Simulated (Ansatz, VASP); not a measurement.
## One calculation of Pd2Pt, two programs

```
CELL_PARAMETERS angstrom
0.00000 3.03304 3.03304
3.03304 0.00000 3.03304
3.03304 3.03304 0.00000
ATOMIC_POSITIONS crystal
Pd 0.25000 0.25000 0.25000
Pd 0.75000 0.75000 0.75000
Pt 0.00000 0.00000 0.00000
```

Change from the starting cell: species swapped into the Na2S type (Fm-3m, No. 225).

Alike in both runs: task relaxation of cell and atoms; functional PBE; k mesh 14 × 14 × 14; occupations gaussian, width 0.1 eV; no spin polarisation.

|  | VASP | Ansatz |
| --- | --- | --- |
| version | VASP 6.6.1 | Ansatz 0.2.0 |
| potentials or method | VASP PAW PBE potentials, release 64 (Pd, Pt), cutoff 600 eV | scalar-relativistic, plane waves, PAW |
| valence electrons in the cell | 30 | 54 |

```tsv
	VASP	Ansatz	Ansatz less VASP
gap on the k mesh at the Fermi level, each at its own relaxed structure (eV)	none	none	-
relaxed volume (Å³/atom)	18.57	18.62	+0.046
relaxed cell length with the largest relative difference (Å)	4.287	4.291	+0.0036
```

A gap of «none» marks a metal or a gap that the smearing closes. VASP's potentials hold 30 valence electrons a cell and Ansatz's 54, so a difference there can come from the potentials and not from the codes.

Spin-orbit coupling is off throughout.
